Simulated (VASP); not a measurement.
# Ga3As3CO in VASP: further runs

The runs below take Ga3As3CO through single point, with PBE+D3(BJ).

Program: VASP 6.6.1. These are calculated values, not measurements. Logs are shortened: lines on timing, memory, paths and dates and some standing lists are left out, and cuts for length are marked.

### Step 1. The cell of the first run

The cell holds a slab with vacuum, 8 atoms: a = 4.014 Å, b = 5.676 Å, c = 23.335 Å, α = 90.00°, β = 90.00°, γ = 90.00°.

### Step 2. Single point, PBE+D3(BJ)

File INCAR:

```
SYSTEM = Ga3As3CO
  PREC = Accurate
  ENCUT = 520
  EDIFF = 1E-6
  ISMEAR = 0
  SIGMA = 0.05
  LREAL = .False.
  LASPH = .True.
  NELM = 120
  ALGO = Normal
  ISIF = 2
  LWAVE = .False.
  LCHARG = .False.
  LDIPOL = .True.
  IDIPOL = 3
  DIPOL = 0.5 0.5 0.323
  GGA = PE
  IVDW = 12
  NBANDS = 57
  GGA_COMPAT = .False.
  NELMDL = -8
```

File KPOINTS:

```
Automatic mesh
0
Gamma
  7 5 1
  0 0 0
```

File POSCAR:

```
Ga3As3CO
1.0
    4.0137031111      0.0000000000      0.0000000000
    0.0000000000      5.6762333751      0.0000000000
    0.0000000000      0.0000000000     23.3352699083
Ga As O C
3 3 1 1
Direct
    0.5000000000      0.5000000000      0.1714143447
    0.0000000000      0.0653835255      0.2680035048
    0.5000000000      0.4894639609      0.3228546357
    0.0000000000      0.2500000000      0.1714143447
    0.5000000000      0.8102208698      0.2504948966
    0.0000000000      0.2887573198      0.3593388866
    0.0000000000      0.9554239865      0.4964703624
    0.0000000000      0.9554239865      0.5457519865
```

Potentials or basis: VASP PAW PBE potentials, release 64 (Ga_d, As_d, O, C).

On the command line:

```
cat potpaw_PBE.64/Ga_d/POTCAR potpaw_PBE.64/As_d/POTCAR potpaw_PBE.64/O/POTCAR potpaw_PBE.64/C/POTCAR > POTCAR
mpirun -np 1 vasp_std > vasp.out
```

OUTCAR:

```text
SYSTEM = Ga3As3CO
   PREC = Accurate
   ENCUT = 520
   EDIFF = 1E-6
   ISMEAR = 0
   LREAL = .False.
   LASPH = .True.
   NELM = 120
   ISIF = 2
   GGA = PE
   IVDW = 12
   NELMDL = -8
 IVDW          = 12

 ion  position               nearest neighbor table
   1  0.500  0.500  0.171-   4 2.46   4 2.46   5 2.55
   2  0.000  0.065  0.268-   6 2.48   4 2.49   5 2.51   5 2.51
   3  0.500  0.489  0.323-   6 2.46   6 2.46   5 2.48
   4  0.000  0.250  0.171-   1 2.46   1 2.46   2 2.49
   5  0.500  0.810  0.250-   3 2.48   2 2.51   2 2.51   1 2.55
   6  0.000  0.289  0.359-   3 2.46   3 2.46   2 2.48
   7  0.000  0.955  0.496-   8 1.15
   8  0.000  0.955  0.546-   7 1.15

  LATTYP: Found a simple orthorhombic cell.
 ALAT       =     4.0137031111
 B/A-ratio  =     1.4142135624
 C/A-ratio  =     5.8139003465

  Lattice vectors:

 A1 = (   4.0137031111,   0.0000000000,   0.0000000000)
 A2 = (   0.0000000000,   5.6762333751,   0.0000000000)
 A3 = (   0.0000000000,   0.0000000000,  23.3352699083)

Analysis of symmetry for initial positions (statically):
=====================================================================
 Subroutine PRICEL returns:
 Original cell was already a primitive cell.

 Routine SETGRP: Setting up the symmetry group for a
 simple orthorhombic supercell.

 Subroutine GETGRP returns: Found  2 space group operations
 (whereof  2 operations were pure point group operations)
 out of a pool of  8 trial point group operations.

The static configuration has the point symmetry C_1h.

Analysis of symmetry for dynamics (positions and initial velocities):
=====================================================================
 Subroutine PRICEL returns:
 Original cell was already a primitive cell.

 Routine SETGRP: Setting up the symmetry group for a
 simple orthorhombic supercell.

 Subroutine GETGRP returns: Found  2 space group operations
 (whereof  2 operations were pure point group operations)
 out of a pool of  8 trial point group operations.

The dynamic configuration has the point symmetry C_1h.

 Subroutine INISYM returns: Found  2 space group operations
 (whereof  2 operations are pure point group operations),
 and found     1 'primitive' translations

----------------------------------------------------------------------------------------

                                     Primitive cell

[... 101 lines left out ...]
   NUPDOWN=      -1.0000    fix difference up-down
   EMIN   =  10.00;   EMAX   =-10.00  energy-range for DOS
   EFERMI =   0.00;   METHOD = LEGACY
   ISMEAR =     0;   SIGMA  =   0.05  broadening in eV -4-tet -1-fermi 0-gaus
   EFERMI_NEDOS =   21; number of points for ismear=-14 and -15
   IALGO  =     38    algorithm
   IMIX   =      4    mixing-type and parameters
     AMIX     =   0.40;   BMIX     =  1.00
     AMIX_MAG =   1.60;   BMIX_MAG =  1.00
  volume/ion in A,a.u.               =      66.46       448.46
  Fermi-wavevector in a.u.,A,eV,Ry     =   0.918850  1.736375 11.487202  0.844286
  Thomas-Fermi vector in A             =   2.043978
   LORBIT       =      0    0 simple, 1 ext, 2 COOP (PROOUT), +10 PAW based schemes
   GGA     = PE    functional components
   LHFCALC =     F    Hartree Fock is set to
   AEXX    =    0.0000 exact exchange contribution
   IVDW    =    12    specifies the selected vdW correction
   LEPSILON=     F    determine dielectric tensor
   LRPA    =     F    only Hartree local field effects (RPA)
 non-spin polarized calculation
 Gauss-broadening in eV      SIGMA  =   0.05
  energy-cutoff  :      520.00
  volume of cell :      531.64
 maximum number of plane-waves:     14367
 NGX is ok and might be reduce to    30
   NGX = 15   NGY = 21   NGZ = 87

 dipolmoment           0.000000      0.000000     -0.004964 electrons x Angstroem

 number of electron      93.9999975 magnetization

 dipolmoment           0.000000      0.000000      0.059294 electrons x Angstroem

 Free energy of the ion-electron system (eV)
  ---------------------------------------------------
  ext. energy  EPLUGINS =         0.00000000
  ---------------------------------------------------
  free energy    TOTEN  =       -37.58201230 eV

  energy without entropy =      -37.58201230  energy(sigma->0) =      -37.58201230

 E-fermi :  -2.2962     XC(G=0):  -3.9015

 val. band max:       -2.4962543716   @ k =   0.0000   0.0000   0.0000
 cond. band min:      -2.0919717895   @ k =   0.4286   0.0000   0.0000
 fundamental gap:      0.4042825821
 Fermi energy:        -2.2962301455

 k-point     1 :       0.0000    0.0000    0.0000
  band No.  band energies     occupation
      1     -37.7246      2.00000
      2     -37.7133      2.00000
      3     -37.7086      2.00000
      4     -37.6951      2.00000
      5     -37.6936      2.00000
      6     -37.3031      2.00000
[... 709 lines left out ...]
     56       2.5147      0.00000
     57       2.8367      0.00000

------------------------ aborting loop because EDIFF is reached ----------------------------------------

 vacuum level on the upper side and lower side of the slab       (xc-potential included)         0.082        -0.374

 Edisp (eV)   -1.25834

 E8    (eV) :    -0.5709

  FORCE on cell =-STRESS in cart. coord.  units (eV):
  Direction    XX          YY          ZZ          XY          YZ          ZX
  --------------------------------------------------------------------------------------
  -------------------------------------------------------------------------------------
  Total      -2.18366    -2.67560    -0.84054     0.00000    -0.11108     0.00000
  in kB      -6.58077    -8.06332    -2.53309     0.00000    -0.33476     0.00000
  external pressure =       -5.73 kB  Pullay stress =        0.00 kB

 VOLUME and BASIS-vectors are now :
 -----------------------------------------------------------------------------
  energy-cutoff  :      520.00
  volume of cell :      531.64
      direct lattice vectors                 reciprocal lattice vectors
     4.013703111  0.000000000  0.000000000     0.249146480  0.000000000  0.000000000
     0.000000000  5.676233375  0.000000000     0.000000000  0.176173165  0.000000000
     0.000000000  0.000000000 23.335269908     0.000000000  0.000000000  0.042853586

 POSITION                                       TOTAL-FORCE (eV/Angst)
 -----------------------------------------------------------------------------------
      2.00685      2.83812      4.00000         0.000000     -0.321062      1.033661
      0.00000      0.37113      6.25393         0.000000     -0.005663      0.013041
      2.00685      2.77831      7.53390         0.000000      0.001499      0.005119
      0.00000      1.41906      4.00000         0.000000      0.327585     -1.050709
      2.00685      4.59900      5.84537         0.000000      0.009337     -0.009816
      0.00000      1.63905      8.38527         0.000000      0.013210      0.011071
      0.00000      5.42321     11.58527         0.000000     -0.035024      0.725993
      0.00000      5.42321     12.73527         0.000000      0.010120     -0.728361
 -----------------------------------------------------------------------------------
    total drift:                                0.000000      0.003356     -0.000925

  FREE ENERGIE OF THE ION-ELECTRON SYSTEM (eV)
  ---------------------------------------------------
  free  energy   TOTEN  =       -38.8403524373 eV

  energy  without entropy=      -38.8403524371  energy(sigma->0) =      -38.84035244

 vacuum level on the upper side and lower side of the slab         2.520         2.055
```

OSZICAR:

```text
N       E                     dE             d eps       ncg     rms          rms(c)
DAV:   1     0.101395242952E+04    0.10140E+04   -0.44302E+04  2078   0.408E+03
DAV:   2     0.174683020853E+03   -0.83927E+03   -0.80815E+03  1472   0.120E+03
DAV:   3    -0.164248441959E+02   -0.19111E+03   -0.18657E+03  1703   0.221E+02
[... 17 lines left out ...]
DAV:  21    -0.375819809694E+02   -0.53046E-04   -0.66564E-06  1200   0.186E-02    0.159E-03
DAV:  22    -0.375819961637E+02   -0.15194E-04   -0.10812E-06  1096   0.577E-03    0.738E-04
DAV:  23    -0.375820065547E+02   -0.10391E-04   -0.84686E-07  1007   0.517E-03    0.463E-04
DAV:  24    -0.375820083213E+02   -0.17666E-05   -0.14882E-07  1088   0.414E-03    0.274E-04
DAV:  25    -0.375820116802E+02   -0.33589E-05   -0.31475E-07  1019   0.178E-03    0.164E-04
DAV:  26    -0.375820123007E+02   -0.62042E-06   -0.27441E-08   952   0.119E-03
   1 F= -.38840352E+02 E0= -.38840352E+02  d E =-.181528E-09
```

Wall time 15 min (1 thread of Intel Xeon Platinum 8259CL at 2.50GHz (Skylake/Cascade Lake), shared host); peak memory 0.73 GiB.

What came out:

| Property | Result |
| --- | --- |
| Free energy | -38.8404 eV |
| Largest force | 1.101 eV/Å |
| Band gap on the k mesh | 0.40 eV (least direct gap 0.76 eV) |
| Dispersion energy per atom | -0.157 eV |

Forces on the atoms (eV/Å):
```
Ga   0.000 -0.321  1.034
Ga   0.000 -0.006  0.013
Ga   0.000  0.001  0.005
As   0.000  0.328 -1.051
As   0.000  0.009 -0.010
As   0.000  0.013  0.011
O    0.000 -0.035  0.726
C    0.000  0.010 -0.728
```

### Step 3. Single point, PBE+D3(BJ)

File INCAR:

```
SYSTEM = Ga3As3CO
PREC = Accurate
ENCUT = 520
EDIFF = 1E-6
ISMEAR = 0
SIGMA = 0.05
LREAL = .FALSE.
LASPH = .TRUE.
NELM = 120
ALGO = Normal
ISIF = 2
LWAVE = .FALSE.
LCHARG = .FALSE.
LDIPOL = .TRUE.
IDIPOL = 3
DIPOL = 0.5 0.5 0.323
GGA = PE
IVDW = 12
NBANDS = 57
GGA_COMPAT = .FALSE.
NELMDL = -8
```

File KPOINTS:

```
regular mesh
0
G
  7 5 1
  0 0 0
```

POSCAR, as its differences from that of step 2:

```diff
@@ -14,3 +14,3 @@
     0.0000000000      0.2887573198      0.3593388866
-    0.0000000000      0.9554239865      0.4964703624
-    0.0000000000      0.9554239865      0.5457519865
+    0.5000000000      1.1220906532      0.4964703624
+    0.5000000000      1.1220906532      0.5457519865
```

Potentials or basis: VASP PAW PBE potentials, release 64 (Ga_d, As_d, O, C).

On the command line:

```
cat potpaw_PBE.64/Ga_d/POTCAR potpaw_PBE.64/As_d/POTCAR potpaw_PBE.64/O/POTCAR potpaw_PBE.64/C/POTCAR > POTCAR
mpirun -np 1 vasp_std > vasp.out
```

Run time: 6.6 min. Hardware: 1 thread of Intel Xeon 6975P-C (Granite Rapids), shared host; peak memory 0.73 GiB.

Results (log left out):

```yaml
Free_energy: -38.8477 eV
Largest_force: 1.102 eV/Å
Band_gap_on_the_k_mesh: 0.41 eV (least direct gap 0.75 eV)
Dispersion_energy_per_atom: -0.158 eV
```

Forces in eV/Å, atoms in the order of the input:
```
Ga   0.000 -0.322  1.034
Ga   0.000 -0.002  0.013
Ga   0.000 -0.009  0.007
As   0.000  0.328 -1.052
As   0.000  0.008 -0.009
As   0.000  0.002  0.022
O    0.000 -0.008  0.718
C    0.000  0.003 -0.733
```

Levels at points of the mesh, in eV from the valence-band top:
```
           k point  band 43  band 44  band 45  band 46  band 47  band 48  band 49  band 50  band 51  band 52
(0.00, 0.00, 0.00)    -1.97    -1.32    -0.88    -0.85     0.00     0.75     1.64     2.30     2.56     2.93
```
